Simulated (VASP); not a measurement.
Write the native input for VASP 6.6.1 that does the following.

```yaml
Task: single point
Functional: PBE
Potentials_or_basis: VASP PAW PBE potentials, release 64 (As)
Cutoff: 520 eV
k_mesh: 12 × 12 × 12
Occupations: gaussian, width 0.1 eV
Spin: no spin polarisation
Dipole_correction: no
Further_INCAR_settings: ALGO = Normal; EDIFF = 1e-06; NBANDS = 12
```

The structure of As lies in POSCAR:

```
As
1.0
    1.9297883881      1.1141638453      3.6308477474
   -1.9297883881      1.1141638453      3.6308477474
    0.0000000000     -2.2283276907      3.6308477474
As
2
Direct
    0.2036332783      0.2036332783      0.2036332783
    0.7963667217      0.7963667217      0.7963667217
```

This cell differs from its parent crystal: strained and its atoms moved.

The input as run:

INCAR

```
SYSTEM = As
PREC = Accurate
ENCUT = 520
EDIFF = 1E-6
ISMEAR = 0
SIGMA = 0.1
LREAL = .FALSE.
LASPH = .TRUE.
NELM = 100
ALGO = Normal
ISIF = 2
LWAVE = .FALSE.
LCHARG = .TRUE.
GGA = PE
LELF = .TRUE.
LVHAR = .TRUE.
NBANDS = 12
```

KPOINTS

```
Automatic mesh
0
G
  12 12 12
  0 0 0
```

Potentials or basis: VASP PAW PBE potentials, release 64 (As).

Run with:

```sh
$ cat potpaw_PBE.64/As/POTCAR > POTCAR
$ mpirun -np 1 vasp_std > vasp.out
```

It gave:

The pressure is 10.9 GPa and the largest force is 3.186 eV/Å. The band gap on the k mesh is zero (bands 5 and 6 overlap by 0.62 eV).

Caveat: the cell differs from its parent crystal (strained and its atoms moved); the stress differs along the axes, from 5 to 14 GPa; forces of over 1 eV/Å act on the atoms, so gaps and moduli don't describe the material at rest.

Wall time 100 s on 1 thread of Intel Xeon 8259CL, on a shared host, peak memory 0.23 GiB.
